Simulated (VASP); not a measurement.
Here is a VASP 6.6.1 calculation.

Contents of INCAR:

```
ALGO     = Normal         # electronic algorithm
EDIFF    = 1E-6           # SCF threshold, eV
ENCUT    = 520            # plane-wave cutoff, eV
GGA      = RE             # functional
ISIF     = 2              # what is computed and relaxed
ISMEAR   = -1             # smearing method
ISPIN    = 2              # spin polarisation
LASPH    = T              # aspherical terms in the spheres
LCHARG   = F              # write CHGCAR
LMAXMIX  = 4              # l up to which the mixer works
LORBIT   = 11             # projections on sites
LREAL    = F              # projectors in reciprocal space
LWAVE    = F              # write WAVECAR
MAGMOM   = 0.854 0.854    # initial moments
NBANDS   = 21             # bands
NELM     = 150            # most SCF steps
PREC     = Accurate       # precision mode
SIGMA    = 0.05           # smearing width, eV
```

The input KPOINTS:

```
k-points
0
Gamma
  17 17 17
```

File POSCAR:

```
Ni
1.0
    0.0000000000      2.5729102913      2.5729102913
    2.5729102913      0.0000000000      2.5729102913
    2.5729102913      2.5729102913      0.0000000000
Ni
2
Direct
    0.1250000000      0.1250000000      0.1250000000
    0.8750000000      0.8750000000      0.8750000000
```

Potentials or basis: VASP PAW PBE potentials, release 64 (Ni).

The run is started by

```console
$ cat potpaw_PBE.64/Ni/POTCAR > POTCAR
$ mpirun -np 1 vasp_std > vasp.out
```

**Question.** Estimate the pressure.

**Answer.** 0.1 GPa.

**Question.** Estimate the site moments.

**Answer.** Ni +0.81 μB.

**Question.** Predict the net moment.

**Answer.** 1.59 μB per cell.

Caveat: the PAW data sets were made with another functional, which shifts forces and pressure a little.
